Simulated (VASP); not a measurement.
Runs of VASP 6.6.1 on K. The structure is that of space group Fm-3m (No. 225), or close to it. The cells are those of the table. 

```tsv
cell	gap on the mesh (eV)	pressure (GPa)
a = 4.689, b = 4.689, c = 4.725 Å, angles 59.7, 59.7, 60.5°, 1 atom	none	-0.2
a = 4.762, b = 4.762, c = 4.653 Å, angles 60.8, 60.8, 58.5°, 1 atom	none	-0.3
a = 4.761, b = 4.761, c = 4.725 Å, angles 60.3, 60.3, 59.5°, 1 atom	none	-0.3
a = 4.941 Å, angles 60.0°, 1 atom	none	-0.6
a = 4.761, b = 4.761, c = 4.797 Å, angles 59.8, 59.8, 60.5°, 1 atom	none	(a)
a = 4.905, b = 4.905, c = 4.869 Å, angles 60.2, 60.2, 59.5°, 1 atom	none	-0.5
a = 4.725, b = 4.725, c = 4.653 Å, angles 60.5, 60.5, 59.0°, 1 atom	none	-0.2
a = 4.689, b = 4.689, c = 4.653 Å, angles 60.3, 60.3, 59.5°, 1 atom	none	-0.2
```

Alike in all rows: task single point; level PBE+D3(BJ); potentials or basis VASP PAW PBE potentials, release 64 (K_sv); no spin polarisation; k mesh 12 × 12 × 12; cutoff (eV) 520; smearing gaussian 0.15 eV.

Question: Estimate the missing entries.

Answer: (a) -0.4.

Caveats: pairwise dispersion overbinds metals, which lowers pressure and volume.

A gap of «none» marks levels without a gap at the run's occupations.
